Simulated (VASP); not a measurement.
# GaN (Fm-3m) in VASP: notebook

GaN is run at these levels: LDA, PBEsol; tasks: single point.

Program: VASP 6.6.1. These are calculated values, not measurements. Logs are shortened: lines on timing, memory, paths and dates and some standing lists are left out, and cuts for length are marked.

## Step 1: The cell of the first run

The structure is cubic, space group Fm-3m (No. 225). The conventional cell has a = 4.242 Å, b = 4.242 Å, c = 4.242 Å, α = 90.00°, β = 90.00°, γ = 90.00°. Within 2.8 Å of Ga (site symmetry m-3m) lie 6 N at 2.12 Å. N (site symmetry m-3m) has 6 Ga at 2.12 Å within 2.8 Å.

## Step 2: Single point, LDA

Contents of INCAR:

```
PREC     = Accurate       # precision mode
ENCUT    = 520            # plane-wave cutoff, eV
EDIFF    = 1E-6           # SCF threshold, eV
ISMEAR   = -1             # smearing method
SIGMA    = 0.05           # smearing width, eV
LREAL    = F              # projectors in reciprocal space
LASPH    = T              # aspherical terms in the spheres
NELM     = 100            # most SCF steps
ALGO     = Normal         # electronic algorithm
ISIF     = 2              # what is computed and relaxed
LWAVE    = F              # write WAVECAR
LCHARG   = F              # write CHGCAR
GGA      = CA             # functional
NBANDS   = 16             # bands
```

Contents of KPOINTS:

```
regular mesh
0
Gamma
  11 11 11
```

Contents of POSCAR:

```
GaN
1.0
    0.0000000000      2.1209041320      2.1209041320
    2.1209041320      0.0000000000      2.1209041320
    2.1209041320      2.1209041320      0.0000000000
Ga N
1 1
Direct
    0.0000000000      0.0000000000      0.0000000000
    0.5000000000      0.5000000000      0.5000000000
```

Potentials or basis: VASP PAW LDA potentials, release 64 (Ga_d, N).

On the command line:

```bash
$ cat potpaw_LDA.64/Ga_d/POTCAR potpaw_LDA.64/N/POTCAR > POTCAR
$ mpirun -np 1 vasp_std > vasp.out
```

OUTCAR:

```text
PREC = Accurate
   ENCUT = 520
   EDIFF = 1E-6
   ISMEAR = -1
   LREAL = F
   LASPH = T
   NELM = 100
   ISIF = 2
   GGA = CA

 ion  position               nearest neighbor table
   1  0.000  0.000  0.000-   2 2.12   2 2.12   2 2.12   2 2.12   2 2.12   2 2.12
   2  0.500  0.500  0.500-   1 2.12   1 2.12   1 2.12   1 2.12   1 2.12   1 2.12

  LATTYP: Found a face centered cubic cell.
 ALAT       =     4.2418082640

  Lattice vectors:

 A1 = (   0.0000000000,   2.1209041320,   2.1209041320)
 A2 = (   2.1209041320,   0.0000000000,   2.1209041320)
 A3 = (   2.1209041320,   2.1209041320,   0.0000000000)

Analysis of symmetry for initial positions (statically):
=====================================================================
 Subroutine PRICEL returns:
 Original cell was already a primitive cell.

 Routine SETGRP: Setting up the symmetry group for a
 face centered cubic supercell.

 Subroutine GETGRP returns: Found 48 space group operations
 (whereof 48 operations were pure point group operations)
 out of a pool of 48 trial point group operations.

The static configuration has the point symmetry O_h .

Analysis of symmetry for dynamics (positions and initial velocities):
=====================================================================
 Subroutine PRICEL returns:
 Original cell was already a primitive cell.

 Routine SETGRP: Setting up the symmetry group for a
 face centered cubic supercell.

 Subroutine GETGRP returns: Found 48 space group operations
 (whereof 48 operations were pure point group operations)
 out of a pool of 48 trial point group operations.

The dynamic configuration has the point symmetry O_h .

 Subroutine INISYM returns: Found 48 space group operations
 (whereof 48 operations are pure point group operations),
 and found     1 'primitive' translations

----------------------------------------------------------------------------------------

                                     Primitive cell

  volume of cell :      19.0806

  direct lattice vectors                    reciprocal lattice vectors
     0.000000000  2.120904132  2.120904132    -0.235748515  0.235748515  0.235748515
     2.120904132  0.000000000  2.120904132     0.235748515 -0.235748515  0.235748515
     2.120904132  2.120904132  0.000000000     0.235748515  0.235748515 -0.235748515

  length of vectors
     2.999411388  2.999411388  2.999411388     0.408328406  0.408328406  0.408328406

  position of ions in fractional coordinates (direct lattice)
     0.000000000  0.000000000  0.000000000
     0.500000000  0.500000000  0.500000000

  ion indices of the primitive-cell ions
   primitive index   ion index
                 1           1
                 2           2

----------------------------------------------------------------------------------------

 KPOINTS: regular mesh

Automatic generation of k-mesh.
 Grid dimensions read from file:
 generate k-points for:   11   11   11

 Generating k-lattice:

  Cartesian coordinates                     Fractional coordinates (reciprocal lattice)
    -0.021431683  0.021431683  0.021431683     0.090909091  0.000000000  0.000000000
     0.021431683 -0.021431683  0.021431683     0.000000000  0.090909091  0.000000000
     0.021431683  0.021431683 -0.021431683     0.000000000  0.000000000  0.090909091

  Length of vectors
     0.037120764  0.037120764  0.037120764

  Shift w.r.t. Gamma in fractional coordinates (k-lattice)
     0.000000000  0.000000000  0.000000000

 Subroutine IBZKPT returns following result:
 ===========================================

 Found     56 irreducible k-points:

 Following reciprocal coordinates:
            Coordinates               Weight
  0.000000  0.000000  0.000000      1.000000
  0.090909  0.000000  0.000000      8.000000
  0.181818  0.000000  0.000000      8.000000
  0.272727  0.000000  0.000000      8.000000
  0.363636  0.000000  0.000000      8.000000
  0.454545  0.000000  0.000000      8.000000
[... 16 lines left out ...]
 -0.272727  0.181818  0.000000     24.000000
 -0.181818  0.181818  0.000000     12.000000
 [... further k-points ...]
   k-points           NKPTS =     56   k-points in BZ     NKDIM =     56   number of bands    NBANDS=     16
   number of dos      NEDOS =    301   number of ions     NIONS =      2
   total plane-waves  NPLWV =  13824
   dimension x,y,z NGX =    24 NGY =   24 NGZ =   24
   dimension x,y,z NGXF=    48 NGYF=   48 NGZF=   48
   ions per type =               1   1
   NGX,Y,Z   is equivalent  to a cutoff of  13.30, 13.30, 13.30 a.u.
   NGXF,Y,Z  is equivalent  to a cutoff of  26.60, 26.60, 26.60 a.u.
 SYSTEM =  unknown system
   PREC   = accura    normal or accurate (medium, high low for compatibility)
   ISTART =      0    job   : 0-new  1-cont  2-samecut
   ICHARG =      2    charge: 1-file 2-atom 10-const
   ISPIN  =      1    spin polarized calculation?
   LNONCOLLINEAR =      F non collinear calculations
   LSORBIT =      F    spin-orbit coupling
   LASPH  =      T    aspherical Exc in radial PAW
   ENCUT  =  520.0 eV  38.22 Ry    6.18 a.u.   5.58  5.58  5.58*2*pi/ulx,y,z
   NELM   =    100;   NELMIN=  2; NELMDL= -5     # of ELM steps
   EDIFF  = 0.1E-05   stopping-criterion for ELM
   LREAL  =      F    real-space projection
   EDIFFG = 0.1E-04   stopping-criterion for IOM
   NSW    =      0    number of steps for IOM
   IBRION =     -1    ionic relax: 0-MD 1-quasi-New 2-CG
   NFREE  =      0    steps in history (QN), initial steepest desc. (CG)
   ISIF   =      2    stress and relaxation
   ISYM   =      2    0-nonsym 1-usesym 2-fastsym
   POTIM  = 0.5000    time-step for ionic-motion
   TEBEG  =    0.0;   TEEND  =   0.0 temperature during run
   PSTRESS=    0.0 pullay stress
   NELECT =      18.0000    total number of electrons
   NUPDOWN=      -1.0000    fix difference up-down
   EMIN   =  10.00;   EMAX   =-10.00  energy-range for DOS
   EFERMI =   0.00;   METHOD = LEGACY
   ISMEAR =    -1;   SIGMA  =   0.05  broadening in eV -4-tet -1-fermi 0-gaus
   EFERMI_NEDOS =   21; number of points for ismear=-14 and -15
   IALGO  =     38    algorithm
   IMIX   =      4    mixing-type and parameters
     AMIX     =   0.40;   BMIX     =  1.00
     AMIX_MAG =   1.60;   BMIX_MAG =  1.00
  volume/ion in A,a.u.               =       9.54        64.38
  Fermi-wavevector in a.u.,A,eV,Ry     =   1.605590  3.034125 35.074717  2.577919
  Thomas-Fermi vector in A             =   2.701912
   LORBIT       =      0    0 simple, 1 ext, 2 COOP (PROOUT), +10 PAW based schemes
   GGA     = CA    functional components
   LHFCALC =     F    Hartree Fock is set to
   AEXX    =    0.0000 exact exchange contribution
   IVDW    =     0    specifies the selected vdW correction
   LEPSILON=     F    determine dielectric tensor
   LRPA    =     F    only Hartree local field effects (RPA)
 non-spin polarized calculation
  energy-cutoff  :      520.00
  volume of cell :       19.08
 maximum number of plane-waves:       532
   NGX = 11   NGY = 11   NGZ = 11

 number of electron      18.0000010 magnetization

 Free energy of the ion-electron system (eV)
  ---------------------------------------------------
  ext. energy  EPLUGINS =         0.00000000
  ---------------------------------------------------
  free energy    TOTEN  =       -13.06411993 eV

  energy without entropy =      -13.06403168  energy(sigma->0) =      -13.06407580

 E-fermi :   7.8320     XC(G=0): -13.4175

 val. band max:        7.5525271473   @ k =  -0.1818   0.1818   0.0000
 cond. band min:       8.0398506623   @ k =   0.4545   0.4545   0.0000
 fundamental gap:      0.4873235150
 Fermi energy:         7.8320244290

 k-point     1 :       0.0000    0.0000    0.0000
  band No.  band energies     occupation
      1      -9.5488      2.00000
      2      -6.5560      2.00000
      3      -6.5560      2.00000
      4      -6.5560      2.00000
      5      -6.4614      2.00000
      6      -6.4614      2.00000
[... 8 lines left out ...]
     15      22.9153      0.00000
     16      22.9153      0.00000

 k-point     2 :       0.0909    0.0000    0.0000
  band No.  band energies     occupation
      1      -9.3868      2.00000
      2      -6.5621      2.00000
      3      -6.5476      2.00000
      4      -6.5476      2.00000
      5      -6.4719      2.00000
      6      -6.4719      2.00000
[... 8 lines left out ...]
     15      23.1901      0.00000
     16      23.1901      0.00000

 k-point     3 :       0.1818    0.0000    0.0000
  band No.  band energies     occupation
      1      -8.9142      2.00000
      2      -6.5774      2.00000
      3      -6.5587      2.00000
      4      -6.5587      2.00000
      5      -6.4660      2.00000
      6      -6.4660      2.00000
[... 8 lines left out ...]
     15      24.1205      0.00000
     16      24.1205      0.00000

 k-point     4 :       0.2727    0.0000    0.0000
  band No.  band energies     occupation
      1      -8.1809      2.00000
      2      -6.6125      2.00000
      3      -6.6125      2.00000
      4      -6.5936      2.00000
      5      -6.4180      2.00000
      6      -6.4180      2.00000
[... 8 lines left out ...]
     15      25.6318      0.00000
     16      25.6318      0.00000

 k-point     5 :       0.3636    0.0000    0.0000
  band No.  band energies     occupation
      1      -7.3238      2.00000
      2      -6.6675      2.00000
      3      -6.6675      2.00000
      4      -6.5885      2.00000
      5      -6.3672      2.00000
      6      -6.3672      2.00000
[... 8 lines left out ...]
     15      27.6174      0.00000
     16      27.6174      0.00000

 k-point     6 :       0.4545    0.0000    0.0000
  band No.  band energies     occupation
      1      -6.7889      2.00000
      2      -6.7006      2.00000
      3      -6.7006      2.00000
      4      -6.4254      2.00000
      5      -6.3362      2.00000
      6      -6.3362      2.00000
[... 8 lines left out ...]
     15      29.7910      0.00000
     16      29.7910      0.00000
[... 267 lines left out ...]
 k-point    21 :      -0.4545    0.1818    0.0000
  band No.  band energies     occupation
      1      -7.3968      2.00000
      2      -6.6678      2.00000
      3      -6.6230      2.00000
      4      -6.4801      2.00000
      5      -6.3287      2.00000
      6      -5.0957      2.00000
[... 8 lines left out ...]
     15      28.2205      0.00000
     16      29.7277      0.00000

 k-point    22 :      -0.3636    0.1818    0.0000
  band No.  band energies     occupation
      1      -7.3640      2.00000
      2      -6.6654      2.00000
      3      -6.6425      2.00000
      4      -6.5044      2.00000
      5      -6.3652      2.00000
      6      -5.3734      2.00000
[... 8 lines left out ...]
     15      27.3549      0.00000
     16      27.8992      0.00000

 k-point    23 :      -0.2727    0.1818    0.0000
  band No.  band energies     occupation
      1      -7.5593      2.00000
      2      -6.6452      2.00000
      3      -6.6350      2.00000
      4      -6.5615      2.00000
      5      -6.4179      2.00000
      6      -5.9202      2.00000
[... 8 lines left out ...]
     15      26.2303      0.00000
     16      28.4962      0.00000

 k-point    24 :      -0.1818    0.1818    0.0000
  band No.  band energies     occupation
      1      -8.0529      2.00000
      2      -6.6137      2.00000
      3      -6.6069      2.00000
      4      -6.5920      2.00000
      5      -6.4664      2.00000
      6      -6.2368      2.00000
[... 8 lines left out ...]
     15      25.5001      0.00000
     16      27.7723      0.00000

 [... further k-points ...]
[... 5 lines left out ...]
  --------------------------------------------------------------------------------------
  -------------------------------------------------------------------------------------
  Total       -1.0199939     -1.0199939     -1.0199939     -0.0000000      0.0000000     -0.0000000
  in kB      -85.6475705    -85.6475705    -85.6475705     -0.0000000      0.0000000     -0.0000000
  external PRESSURE =     -85.6475705 kB  Pullay stress =       0.0000000 kB

 VOLUME and BASIS-vectors are now :
 -----------------------------------------------------------------------------
  energy-cutoff  :      520.00
  volume of cell :       19.08
      direct lattice vectors                 reciprocal lattice vectors
     0.000000000  2.120904132  2.120904132    -0.235748515  0.235748515  0.235748515
     2.120904132  0.000000000  2.120904132     0.235748515 -0.235748515  0.235748515
     2.120904132  2.120904132  0.000000000     0.235748515  0.235748515 -0.235748515

 POSITION                                       TOTAL-FORCE (eV/Angst)
 -----------------------------------------------------------------------------------
      0.00000      0.00000      0.00000         0.000000      0.000000      0.000000
      2.12090      2.12090      2.12090        -0.000000     -0.000000     -0.000000
 -----------------------------------------------------------------------------------
    total drift:                                0.000000     -0.000000     -0.000000

  FREE ENERGIE OF THE ION-ELECTRON SYSTEM (eV)
  ---------------------------------------------------
  free  energy   TOTEN  =       -13.0641199268 eV

  energy  without entropy=      -13.0640316758  energy(sigma->0) =      -13.06407580
```

Run time: 7.5 s. Hardware: 1 thread of Intel Xeon Platinum 8488C (Sapphire Rapids), shared host; peak memory 0.13 GiB.

Results:

| Quantity | Value |
| --- | --- |
| Free energy | -13.0641 eV |
| Pressure | -8.6 GPa |
| Band gap on the k mesh | 0.49 eV, indirect (least direct gap 2.70 eV) |

(Continued in part 2 of 2.)
